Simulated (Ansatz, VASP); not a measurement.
**AlNi3 in VASP and in Ansatz**

File INCAR:

```
PREC = Accurate ; ENCUT = 520
EDIFF = 1E-6 ; ISMEAR = -1
SIGMA = 0.05 ; LREAL = False
LASPH = True ; NELM = 150
ALGO = Normal ; ISIF = 2
LWAVE = False ; LCHARG = False
ISPIN = 2 ; MAGMOM = 0 1.5 1.5 1.5
LORBIT = 11 ; LMAXMIX = 4
GGA = PE ; NBANDS = 28
```

File KPOINTS:

```
Automatic mesh
0
Gamma
  9 9 9
```

The input POSCAR:

```
AlNi3
1.0
    3.5957026736      0.0000000000      0.0000000000
    0.0000000000      3.5957026736      0.0000000000
    0.0000000000      0.0000000000      3.3821325376
Al Ni
1 3
Direct
    0.0000000000      0.0000000000      0.0000000000
    0.0000000000      0.5000000000      0.5000000000
    0.5000000000      0.0000000000      0.5000000000
    0.5000000000      0.5000000000      0.0000000000
```

Input for Ansatz:

```yaml
crystal:
  lattice:
    - [3.5957026736, 0.0, 0.0]
    - [0.0, 3.5957026736, 0.0]
    - [0.0, 0.0, 3.3821325376]
  atoms:
    - { symbol: Al, position: [0.0, 0.0, 0.0] }
    - { symbol: Ni, position: [0.0, 0.5, 0.5], spin: 1.5 }
    - { symbol: Ni, position: [0.5, 0.0, 0.5], spin: 1.5 }
    - { symbol: Ni, position: [0.5, 0.5, 0.0], spin: 1.5 }
magnetization:
  spin_polarized: true
kpoints:
  mp_grid: { grid: [9, 9, 9] }
scf:
  occupations: { method: fermi_dirac, width: 0.05 }
  lower_state_search: "off"
hamiltonian:
  xc: pbe
  pseudopotentials: { kind: paw }
output:
  forces: true
  stress: true
  eigenvalues: true
  write_density: true
  write_potential: true
  elf: true
  volumetric_format: npy
```

Change from the starting cell: stretched by -4 % along [0.0, 0.0, 1.0] at fixed volume; collinear moments without spin-orbit coupling, PAW files.

Alike in both runs: task single point; functional PBE; k mesh 9 × 9 × 9; occupations fermi-dirac, width 0.05 eV; collinear spin.

|  | VASP | Ansatz |
| --- | --- | --- |
| version | VASP 6.6.1 | Ansatz 0.2.0 |
| potentials or method | VASP PAW PBE potentials, release 64 (Al, Ni) | PAW with Ansatz's default frozen-core files, scalar-relativistic |
| plane-wave cutoff (eV) | 520 | 420 |
| valence electrons in the cell | 33 | 57 |

|  | VASP | Ansatz | Ansatz less VASP |
| --- | --- | --- | --- |
| pressure (GPa) | 7.4 | 7.4 | +0.04 |
| traceless stress, the component that is largest in VASP (GPa) | 3.05 | 3.17 | +0.121 |
| net moment per atom (μB) | 0.15 | 0.16 | +0.008 |
| size of the moment on the site where the two differ most (μB) | 0.23 | 0.26 | +0.022 |

Site moments also hang on the region over which each program counts them. With one functional, cell and mesh, what is left measures potentials, basis and numerics. VASP's potentials hold 33 valence electrons a cell and Ansatz's 57, so a difference there can come from the potentials and not from the codes.
